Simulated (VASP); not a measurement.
# ZrC (I4/mmm) in VASP: single point with PBE

Aim: the single point of ZrC with PBE.

All numbers are computed with VASP 6.6.1; they aren't measurements. Logs are shortened: lines on timing, memory, paths and dates and some standing lists are left out, and cuts for length are marked.

**1. The cell of the first run**

It takes space group I4/mmm (No. 139, tetragonal). The conventional cell has a = 3.392 Å, b = 3.392 Å, c = 4.512 Å, α = 90.00°, β = 90.00°, γ = 90.00°. Zr (site symmetry 4/mmm) has 6 C at 2.26 to 2.40 Å within 3.0 Å. C (site symmetry 4/mmm) has 6 Zr at 2.26 to 2.40 Å within 3.0 Å.

**2. Single point, PBE (z stretched by -4 % at fixed volume)**

The input, INCAR:

```
PREC = Accurate ; ENCUT = 520
EDIFF = 1E-6 ; ISMEAR = -1
SIGMA = 0.05 ; LREAL = False
LASPH = True ; NELM = 60
ALGO = Normal ; ISIF = 2
LWAVE = False ; LCHARG = False
GGA = PE ; NBANDS = 15
```

The input, KPOINTS:

```
Automatic mesh
0
Gamma
  15 15 15
```

The input, POSCAR:

```
ZrC
1.0
    0.0000000000      2.3986730369      2.2562016000
    2.3986730369      0.0000000000      2.2562016000
    2.3986730369      2.3986730369      0.0000000000
Zr C
1 1
Direct
    0.5000000000      0.5000000000      0.5000000000
    0.0000000000      0.0000000000      0.0000000000
```

Potentials or basis: VASP PAW PBE potentials, release 64 (Zr_sv, C).

Command:

```
$ cat potpaw_PBE.64/Zr_sv/POTCAR potpaw_PBE.64/C/POTCAR > POTCAR
$ mpirun -np 1 vasp_std > vasp.out
```

OUTCAR:

```text
PREC = Accurate
   ENCUT = 520
   EDIFF = 1E-6
   ISMEAR = -1
   LREAL = False
   LASPH = True
   NELM = 60
   ISIF = 2
   GGA = PE

 ion  position               nearest neighbor table
   1  0.500  0.500  0.500-   2 2.26   2 2.26   2 2.40   2 2.40   2 2.40   2 2.40
   2  0.000  0.000  0.000-   1 2.26   1 2.26   1 2.40   1 2.40   1 2.40   1 2.40

  LATTYP: Found a body centered tetragonal cell.
 ALAT       =     3.3922359405
 C/A-ratio  =     1.3302150202

  Lattice vectors:

 A1 = (   0.0000000000,  -2.3986730369,  -2.2562016000)
 A2 = (   0.0000000000,   2.3986730369,  -2.2562016000)
 A3 = (   2.3986730369,   0.0000000000,   2.2562016000)

Analysis of symmetry for initial positions (statically):
=====================================================================
 Subroutine PRICEL returns:
 Original cell was already a primitive cell.

 Routine SETGRP: Setting up the symmetry group for a
 body centered tetragonal supercell.

 Subroutine GETGRP returns: Found 16 space group operations
 (whereof 16 operations were pure point group operations)
 out of a pool of 16 trial point group operations.

The static configuration has the point symmetry D_4h.

Analysis of symmetry for dynamics (positions and initial velocities):
=====================================================================
 Subroutine PRICEL returns:
 Original cell was already a primitive cell.

 Routine SETGRP: Setting up the symmetry group for a
 body centered tetragonal supercell.

 Subroutine GETGRP returns: Found 16 space group operations
 (whereof 16 operations were pure point group operations)
 out of a pool of 16 trial point group operations.

The dynamic configuration has the point symmetry D_4h.

 Subroutine INISYM returns: Found 16 space group operations
 (whereof 16 operations are pure point group operations),
 and found     1 'primitive' translations

----------------------------------------------------------------------------------------

                                     Primitive cell

  volume of cell :      25.9627

  direct lattice vectors                    reciprocal lattice vectors
     0.000000000  2.398673037  2.256201600    -0.208448585  0.208448585  0.221611402
     2.398673037  0.000000000  2.256201600     0.208448585 -0.208448585  0.221611402
     2.398673037  2.398673037  0.000000000     0.208448585  0.208448585 -0.221611402

  length of vectors
     3.293034770  3.293034770  3.392235940     0.368799727  0.368799727  0.368799727

  position of ions in fractional coordinates (direct lattice)
     0.500000000  0.500000000  0.500000000
     0.000000000  0.000000000  0.000000000

[... 88 lines left out ...]
   NUPDOWN=      -1.0000    fix difference up-down
   EMIN   =  10.00;   EMAX   =-10.00  energy-range for DOS
   EFERMI =   0.00;   METHOD = LEGACY
   ISMEAR =    -1;   SIGMA  =   0.05  broadening in eV -4-tet -1-fermi 0-gaus
   EFERMI_NEDOS =   21; number of points for ismear=-14 and -15
   IALGO  =     38    algorithm
   IMIX   =      4    mixing-type and parameters
     AMIX     =   0.40;   BMIX     =  1.00
     AMIX_MAG =   1.60;   BMIX_MAG =  1.00
  volume/ion in A,a.u.               =      12.98        87.60
  Fermi-wavevector in a.u.,A,eV,Ry     =   1.393151  2.632673 26.407131  1.940869
  Thomas-Fermi vector in A             =   2.516825
   LORBIT       =      0    0 simple, 1 ext, 2 COOP (PROOUT), +10 PAW based schemes
   GGA     = PE    functional components
   LHFCALC =     F    Hartree Fock is set to
   AEXX    =    0.0000 exact exchange contribution
   IVDW    =     0    specifies the selected vdW correction
   LEPSILON=     F    determine dielectric tensor
   LRPA    =     F    only Hartree local field effects (RPA)
 non-spin polarized calculation
  energy-cutoff  :      520.00
  volume of cell :       25.96
 maximum number of plane-waves:       716
   NGX = 13   NGY = 13   NGZ = 13

 number of electron      16.0000000 magnetization

 Free energy of the ion-electron system (eV)
  ---------------------------------------------------
  ext. energy  EPLUGINS =         0.00000000
  ---------------------------------------------------
  free energy    TOTEN  =       -19.38359379 eV

  energy without entropy =      -19.38116430  energy(sigma->0) =      -19.38237905

 E-fermi :   9.6430     XC(G=0): -12.1263

 val. band max:        9.6350979168   @ k =   0.4000   0.3333   0.0667
 cond. band min:       9.6468622496   @ k =   0.1333   0.0000   0.0667
 fundamental gap:      0.0117643328
 Fermi energy:         9.6430060112

 k-point     1 :       0.0000    0.0000    0.0000
  band No.  band energies     occupation
      1     -38.4781      2.00000
      2     -16.2040      2.00000
      3     -16.2040      2.00000
      4     -16.1732      2.00000
      5      -1.6978      2.00000
      6      10.4369      0.00000
      7      10.4369      0.00000
      8      10.5297      0.00000
      9      10.5297      0.00000
     10      10.7843      0.00000
     11      11.1226      0.00000
     12      12.0793      0.00000
     13      12.5222      0.00000
     14      17.2358      0.00000
[... 401 lines left out ...]
      2     -16.4401      2.00000
      3     -16.2885      2.00000
      4     -16.2639      2.00000
      5      -0.7677      2.00000
      6       7.2921      2.00000
      7       8.6850      2.00000
      8       8.8316      2.00000
      9      10.2638      0.00001
     10      12.4885      0.00000
     11      13.1874      0.00000
     12      13.6039      0.00000
     13      15.0250      0.00000
     14      20.0761      0.00000
     15      22.4153      0.00000

 [... further k-points ...]

------------------------ aborting loop because EDIFF is reached ----------------------------------------

  FORCE on cell =-STRESS in cart. coord.  units (eV):
  Direction    XX          YY          ZZ          XY          YZ          ZX
  --------------------------------------------------------------------------------------
  -------------------------------------------------------------------------------------
  Total       -0.8327694     -0.8327694      3.1435553      0.0000000      0.0000000      0.0000000
  in kB      -51.3907963    -51.3907963    193.9910455      0.0000000      0.0000000      0.0000000
  external PRESSURE =      30.4031510 kB  Pullay stress =       0.0000000 kB

 VOLUME and BASIS-vectors are now :
 -----------------------------------------------------------------------------
  energy-cutoff  :      520.00
  volume of cell :       25.96
      direct lattice vectors                 reciprocal lattice vectors
     0.000000000  2.398673037  2.256201600    -0.208448585  0.208448585  0.221611402
     2.398673037  0.000000000  2.256201600     0.208448585 -0.208448585  0.221611402
     2.398673037  2.398673037  0.000000000     0.208448585  0.208448585 -0.221611402

 POSITION                                       TOTAL-FORCE (eV/Angst)
 -----------------------------------------------------------------------------------
      2.39867      2.39867      2.25620        -0.000000      0.000000      0.000000
      0.00000      0.00000      0.00000         0.000000     -0.000000      0.000000
 -----------------------------------------------------------------------------------
    total drift:                                0.000000     -0.000000      0.000000

  FREE ENERGIE OF THE ION-ELECTRON SYSTEM (eV)
  ---------------------------------------------------
  free  energy   TOTEN  =       -19.3835937891 eV

  energy  without entropy=      -19.3811643049  energy(sigma->0) =      -19.38237905
```

Run time: 84 s. Hardware: 1 thread of Intel Xeon Platinum 8259CL at 2.50GHz (Skylake/Cascade Lake), shared host; peak memory 0.23 GiB.

What came out:

```
Free energy            : -19.3836 eV
Pressure               : 3.0 GPa
Band gap on the k mesh : zero (bands 8 and 9 overlap by 1.59 eV)
```

Levels at points of the mesh, in eV from the Fermi level:
| k point | band 4 | band 5 | band 6 | band 7 | band 8 | band 9 | band 10 | band 11 | band 12 | band 13 |
| --- | --- | --- | --- | --- | --- | --- | --- | --- | --- | --- |
| (0.00, 0.00, 0.00) | -25.82 | -11.34 | 0.79 | 0.79 | 0.89 | 0.89 | 1.14 | 1.48 | 2.44 | 2.88 |

Caveat: the cell stands under pressure.
